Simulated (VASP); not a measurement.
A run of VASP 6.6.1 is set up as follows.

Contents of INCAR:

```
SYSTEM = Sb
  PREC = Accurate
  ENCUT = 500
  EDIFF = 1E-6
  ISMEAR = 0
  SIGMA = 0.1
  LREAL = .False.
  LASPH = .True.
  NELM = 120
  ALGO = Normal
  ISIF = 2
  LWAVE = .False.
  LCHARG = .False.
  GGA = PS
  NBANDS = 12
  GGA_COMPAT = .False.
```

KPOINTS

```
Automatic mesh
0
Gamma
  15 15 8
  0 0 0
```

Contents of POSCAR:

```
Sb
1.0
    3.1801906262      0.0000000000      0.0000000000
   -1.5900953131      2.7541258711      0.0000000000
    0.0000000000      0.0000000000      5.2372411184
Sb
2
Direct
    0.3333333333      0.6666666667      0.2500000000
    0.6666666667      0.3333333333      0.7500000000
```

Potentials or basis: VASP PAW PBE potentials, release 64 (Sb).

Launch:

```bash
$ cat potpaw_PBE.64/Sb/POTCAR > POTCAR
$ mpirun -np 1 vasp_std > vasp.out
```

(1) Predict the pressure.

(2) What does it give for the band gap on the k mesh?

## Answers

(1) 12.1 GPa.

(2) zero (band 5 reaches 16.10 eV, above the bottom of band 6 at 6.67 eV).

Caveat: the PAW data sets were made with another functional, which shifts forces and pressure a little; spin-orbit coupling is left out, which moves the levels of the heavy elements.
